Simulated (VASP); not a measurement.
# MgS in VASP: a series of runs, part 2 of 2

VASP 6.6.1. The steps go on from the part before.

## (3) Single point, PBE (equal xy, yz and zx shear strains of -2 %)

INCAR reads:

```
PREC = Accurate
ENCUT = 520
EDIFF = 1E-7
ISMEAR = -1
SIGMA = 0.01
LREAL = F
LASPH = T
NELM = 80
ALGO = Normal
ISIF = 2
LWAVE = F
LCHARG = F
GGA = PE
NBANDS = 11
```

KPOINTS reads:

```
Automatic mesh
0
Gamma
  8 8 8
```

POSCAR reads:

```
MgS
1.0
   -0.0520330000      2.5756335000      2.5756335000
    2.5756335000     -0.0520330000      2.5756335000
    2.5756335000      2.5756335000     -0.0520330000
Mg S
1 1
Direct
    0.0000000000      0.0000000000      0.0000000000
    0.5000000000      0.5000000000      0.5000000000
```

Potentials or basis: VASP PAW PBE potentials, release 64 (Mg, S).

Command:

```bash
> cat potpaw_PBE.64/Mg/POTCAR potpaw_PBE.64/S/POTCAR > POTCAR
> mpirun -np 1 vasp_std > vasp.out
```

OUTCAR:

```text
PREC = Accurate
   ENCUT = 520
   EDIFF = 1E-7
   ISMEAR = -1
   LREAL = F
   LASPH = T
   NELM = 80
   ISIF = 2
   GGA = PE

 ion  position               nearest neighbor table
   1  0.000  0.000  0.000-   2 2.60   2 2.60   2 2.60   2 2.60   2 2.60   2 2.60
   2  0.500  0.500  0.500-   1 2.60   1 2.60   1 2.60   1 2.60   1 2.60   1 2.60

  LATTYP: Found a trigonal (rhomboedric) cell.
 ALAT       =     3.6428674538
 COS(alpha) =     0.4797000918

  Lattice vectors:

 A1 = (  -0.0520330000,   2.5756335000,   2.5756335000)
 A2 = (   2.5756335000,  -0.0520330000,   2.5756335000)
 A3 = (   2.5756335000,   2.5756335000,  -0.0520330000)

Analysis of symmetry for initial positions (statically):
=====================================================================
 Subroutine PRICEL returns:
 Original cell was already a primitive cell.

 Routine SETGRP: Setting up the symmetry group for a
 trigonal (rhombohedral) supercell.

 Subroutine GETGRP returns: Found 12 space group operations
 (whereof 12 operations were pure point group operations)
 out of a pool of 12 trial point group operations.

The static configuration has the point symmetry D_3d.

Analysis of symmetry for dynamics (positions and initial velocities):
=====================================================================
 Subroutine PRICEL returns:
 Original cell was already a primitive cell.

 Routine SETGRP: Setting up the symmetry group for a
 trigonal (rhombohedral) supercell.

 Subroutine GETGRP returns: Found 12 space group operations
 (whereof 12 operations were pure point group operations)
 out of a pool of 12 trial point group operations.

The dynamic configuration has the point symmetry D_3d.

 Subroutine INISYM returns: Found 12 space group operations
 (whereof 12 operations are pure point group operations),
 and found     1 'primitive' translations

[... 108 lines left out ...]
   EFERMI =   0.00;   METHOD = LEGACY
   ISMEAR =    -1;   SIGMA  =   0.01  broadening in eV -4-tet -1-fermi 0-gaus
   EFERMI_NEDOS =   21; number of points for ismear=-14 and -15
   IALGO  =     38    algorithm
   IMIX   =      4    mixing-type and parameters
     AMIX     =   0.40;   BMIX     =  1.00
     AMIX_MAG =   1.60;   BMIX_MAG =  1.00
  volume/ion in A,a.u.               =      17.60       118.80
  Fermi-wavevector in a.u.,A,eV,Ry     =   0.998979  1.887797 13.578057  0.997959
  Thomas-Fermi vector in A             =   2.131239
   LORBIT       =      0    0 simple, 1 ext, 2 COOP (PROOUT), +10 PAW based schemes
   GGA     = PE    functional components
[... 5 lines left out ...]
 non-spin polarized calculation
  energy-cutoff  :      520.00
  volume of cell :       35.21
 maximum number of plane-waves:       958
   NGX = 13   NGY = 13   NGZ = 13

 number of electron       8.0000000 magnetization

 Free energy of the ion-electron system (eV)
  ---------------------------------------------------
  ext. energy  EPLUGINS =         0.00000000
  ---------------------------------------------------
  free energy    TOTEN  =        -8.49468675 eV

  energy without entropy =       -8.49468675  energy(sigma->0) =       -8.49468675

 E-fermi :   4.0896     XC(G=0):  -9.6899

 val. band max:        3.9060237935   @ k =   0.0000   0.0000   0.0000
 cond. band min:       6.4902223195   @ k =   0.5000   0.5000  -0.0000
 fundamental gap:      2.5841985260
 Fermi energy:         4.0895532918

 k-point     1 :       0.0000    0.0000    0.0000
  band No.  band energies     occupation
      1      -8.9388      2.00000
      2       3.6430      2.00000
      3       3.6430      2.00000
      4       3.9060      2.00000
      5       7.4220      0.00000
      6      11.5169      0.00000
      7      11.5169      0.00000
      8      12.0511      0.00000
      9      14.0877      0.00000
     10      14.0877      0.00000
     11      16.2224      0.00000
[... 309 lines left out ...]
 k-point    24 :       0.3750    0.1250    0.1250
  band No.  band energies     occupation
      1      -8.1002      2.00000
      2       0.3601      2.00000
      3       2.6604      2.00000
      4       3.3445      2.00000
      5       9.4081      0.00000
      6      11.0028      0.00000
      7      11.3221      0.00000
      8      11.6525      0.00000
      9      13.4118      0.00000
     10      16.7121      0.00000
     11      16.9714      0.00000

 [... further k-points ...]
[... 5 lines left out ...]
  --------------------------------------------------------------------------------------
  -------------------------------------------------------------------------------------
  Total        0.1949503      0.1949503      0.1949503      0.2338901      0.2338901      0.2338901
  in kB        8.8713371      8.8713371      8.8713371     10.6433182     10.6433182     10.6433182
  external PRESSURE =       8.8713371 kB  Pullay stress =       0.0000000 kB

 VOLUME and BASIS-vectors are now :
 -----------------------------------------------------------------------------
  energy-cutoff  :      520.00
  volume of cell :       35.21
      direct lattice vectors                 reciprocal lattice vectors
    -0.052033000  2.575633500  2.575633500    -0.188341237  0.192224562  0.192224562
     2.575633500 -0.052033000  2.575633500     0.192224562 -0.188341237  0.192224562
     2.575633500  2.575633500 -0.052033000     0.192224562  0.192224562 -0.188341237

 POSITION                                       TOTAL-FORCE (eV/Angst)
 -----------------------------------------------------------------------------------
      0.00000      0.00000      0.00000         0.000000      0.000000     -0.000000
      2.54962      2.54962      2.54962        -0.000000     -0.000000      0.000000
 -----------------------------------------------------------------------------------
    total drift:                                0.000000      0.000000      0.000000

  FREE ENERGIE OF THE ION-ELECTRON SYSTEM (eV)
  ---------------------------------------------------
  free  energy   TOTEN  =        -8.4946867549 eV

  energy  without entropy=       -8.4946867549  energy(sigma->0) =       -8.49468675
```

stdout:

```text
POSCAR found type information on POSCAR MgS
 POSCAR found :  2 types and       2 ions
 scaLAPACK will be used
 LDA part: xc-table for (Slater+PW92), standard interpolation
 POSCAR, INCAR and KPOINTS ok, starting setup
 FFT: planning ... GRIDC
 FFT: planning ... GRID_SOFT
 FFT: planning ... GRID
 WAVECAR not read
 entering main loop
```

Run time: 18 s. Hardware: 1 thread of Intel Xeon 6975P-C, shared host; peak memory 0.17 GiB.

Results:

```
Free energy            : -8.4947 eV
Pressure               : 0.9 GPa
Band gap on the k mesh : 2.58 eV, indirect (least direct gap 3.52 eV)
```

Caveat: the cell differs from its parent crystal (equal xy, yz and zx shear strains of -2 %). A k mesh can miss the band edges.

## (4) Single point, PBE (equal xy, yz and zx shear strains of +1 %)

INCAR reads:

```
PREC = Accurate
ENCUT = 520
EDIFF = 1E-6
ISMEAR = -1
SIGMA = 0.01
LREAL = F
LASPH = T
NELM = 100
ALGO = Normal
ISIF = 2
LWAVE = F
LCHARG = T
GGA = PE
LELF = T
LVHAR = T
NBANDS = 11
```

KPOINTS reads:

```
regular mesh
0
Gamma
  8 8 8
```

POSCAR reads:

```
MgS
1.0
    0.0260165000      2.6146582500      2.6146582500
    2.6146582500      0.0260165000      2.6146582500
    2.6146582500      2.6146582500      0.0260165000
Mg S
1 1
Direct
    0.0000000000      0.0000000000      0.0000000000
    0.5000000000      0.5000000000      0.5000000000
```

Command:

```bash
> cat potpaw_PBE.64/Mg/POTCAR potpaw_PBE.64/S/POTCAR > POTCAR
> mpirun -np 1 vasp_std > vasp.out
```

It took 19 s on 1 thread of Intel Xeon 6975P-C, shared host; peak memory 0.17 GiB.

It converged, with:

| Item | Value |
| --- | --- |
| Free energy | -8.5000 eV |
| Pressure | 0.9 GPa |
| Band gap on the k mesh | 2.73 eV, indirect (least direct gap 3.66 eV) |

Stress tensor (GPa, compression positive):
```
 0.87 -0.56 -0.56
-0.56  0.87 -0.56
-0.56 -0.56  0.87
```

Levels at points of the mesh, in eV from the valence-band top:
| k point | band 1 | band 2 | band 3 | band 4 | band 5 | band 6 | band 7 | band 8 | band 9 |
| --- | --- | --- | --- | --- | --- | --- | --- | --- | --- |
| (0.00, 0.00, 0.00) | -12.71 | -0.14 | 0.00 | 0.00 | 3.66 | 7.75 | 7.99 | 7.99 | 10.31 |
| (0.50, 0.00, 0.00) | -11.39 | -4.86 | -0.70 | -0.62 | 4.46 | 6.76 | 6.89 | 10.06 | 12.11 |
| (0.50, 0.50, 0.00) | -11.04 | -4.24 | -1.79 | -1.66 | 2.73 | 4.35 | 11.94 | 12.77 | 13.33 |
| (0.50, 0.50, 0.50) | -11.45 | -4.92 | -0.57 | -0.57 | 4.61 | 6.98 | 6.98 | 10.09 | 12.08 |

Caveat: the cell differs from its parent crystal (equal xy, yz and zx shear strains of +1 %). A k mesh can miss the band edges.

## (5) Single point, PBE (equal xy, yz and zx shear strains of +3 %)

INCAR reads:

```
PREC = Accurate ; ENCUT = 520
EDIFF = 1E-6 ; ISMEAR = -1
SIGMA = 0.01 ; LREAL = False
LASPH = True ; NELM = 100
ALGO = Normal ; ISIF = 2
LWAVE = False ; LCHARG = False
GGA = PE ; NBANDS = 11
```

KPOINTS is that of step 4.

POSCAR reads:

```
MgS
1.0
    0.0780495000      2.6406747500      2.6406747500
    2.6406747500      0.0780495000      2.6406747500
    2.6406747500      2.6406747500      0.0780495000
Mg S
1 1
Direct
    0.0000000000      0.0000000000      0.0000000000
    0.5000000000      0.5000000000      0.5000000000
```

Command:

```bash
> cat potpaw_PBE.64/Mg/POTCAR potpaw_PBE.64/S/POTCAR > POTCAR
> mpirun -np 1 vasp_std > vasp.out
```

Run time: 17 s. Hardware: 1 thread of Intel Xeon 6975P-C, shared host; peak memory 0.17 GiB.

The run converged. Its results:

```
Free energy            : -8.4851 eV
Pressure               : 0.9 GPa
Band gap on the k mesh : 2.60 eV, indirect (least direct gap 3.52 eV)
```

Stress tensor (GPa, compression positive):
```
 0.91 -1.72 -1.72
-1.72  0.91 -1.72
-1.72 -1.72  0.91
```

Levels at points of the mesh, in eV from the valence-band top:
```csv
k point,band 2,band 3,band 4,band 5,band 6,band 7
"(0.00, 0.00, 0.00)",-0.43,0.00,0.00,3.52,7.38,8.06
"(0.50, 0.00, 0.00)",-4.93,-0.91,-0.68,4.27,6.50,6.85
"(0.50, 0.50, 0.00)",-4.34,-2.01,-1.64,2.60,4.29,11.70
"(0.50, 0.50, 0.50)",-5.12,-0.52,-0.52,4.72,7.11,7.11
```

Caveat: the cell differs from its parent crystal (equal xy, yz and zx shear strains of +3 %).

## (6) Single point, PBE

INCAR reads:

```
SYSTEM = MgS
ALGO     = Normal         ! electronic algorithm
EDIFF    = 1E-6           ! SCF threshold, eV
ENCUT    = 520            ! plane-wave cutoff, eV
GGA      = PE             ! functional
ISIF     = 2              ! what is computed and relaxed
ISMEAR   = 0              ! smearing method
LASPH    = .TRUE.         ! aspherical terms in the spheres
LCHARG   = .FALSE.        ! write CHGCAR
LREAL    = .FALSE.        ! projectors in reciprocal space
LWAVE    = .FALSE.        ! write WAVECAR
NBANDS   = 11             ! bands
NELM     = 60             ! most SCF steps
PREC     = Accurate       ! precision mode
SIGMA    = 0.2            ! smearing width, eV
```

KPOINTS reads:

```
k-points
0
G
  8 8 8
  0 0 0
```

POSCAR reads:

```
MgS
1.0
    0.0000000000      2.6016500000      2.6016500000
    2.6016500000      0.0000000000      2.6016500000
    2.6016500000      2.6016500000      0.0000000000
Mg S
1 1
Direct
    0.0000000000      0.0000000000      0.0000000000
    0.5000000000      0.5000000000      0.5000000000
```

Potentials or basis: VASP PAW PBE potentials, release 64 (Mg, S).

Command:

```bash
> cat potpaw_PBE.64/Mg/POTCAR potpaw_PBE.64/S/POTCAR > POTCAR
> mpirun -np 1 vasp_std > vasp.out
```

Wall time 12 s (1 thread of Intel Xeon 6975P-C, shared host); peak memory 0.16 GiB.

It converged, with:

- Free energy: -8.5019 eV
- Pressure: 0.9 GPa
- Band gap on the k mesh: 2.78 eV, indirect (least direct gap 3.71 eV)

Levels at points of the mesh, in eV from the valence-band top:
```tsv
k point	band 2	band 3	band 4	band 5	band 6	band 7
(0.00, 0.00, 0.00)	0.00	0.00	0.00	3.71	7.95	7.95
(0.50, 0.00, 0.00)	-4.83	-0.59	-0.59	4.55	6.91	6.91
(0.50, 0.50, 0.00)	-4.19	-1.68	-1.68	2.78	4.40	12.00
```

A k mesh can miss the band edges.

## (7) Summary

```csv
cell,smearing,gap on the mesh (eV),pressure (GPa)
"a = 3.716 Å, angles 58.7°, 2 atoms",fermi-dirac 0.01 eV,2.67,0.9
"a = 3.643 Å, angles 61.3°, 2 atoms",fermi-dirac 0.01 eV,2.58,0.9
"a = 3.698 Å, angles 59.3°, 2 atoms",fermi-dirac 0.01 eV,2.73,0.9
"a = 3.735 Å, angles 58.0°, 2 atoms",fermi-dirac 0.01 eV,2.60,0.9
"a = 3.679 Å, angles 60.0°, 2 atoms",gaussian 0.2 eV,2.78,0.9
```

Alike in all rows: task single point; level PBE; potentials or basis VASP PAW PBE potentials, release 64 (Mg, S); no spin polarisation; k mesh 8 × 8 × 8; cutoff (eV) 520.

Absolute energies hang on the potentials; compare differences alone.
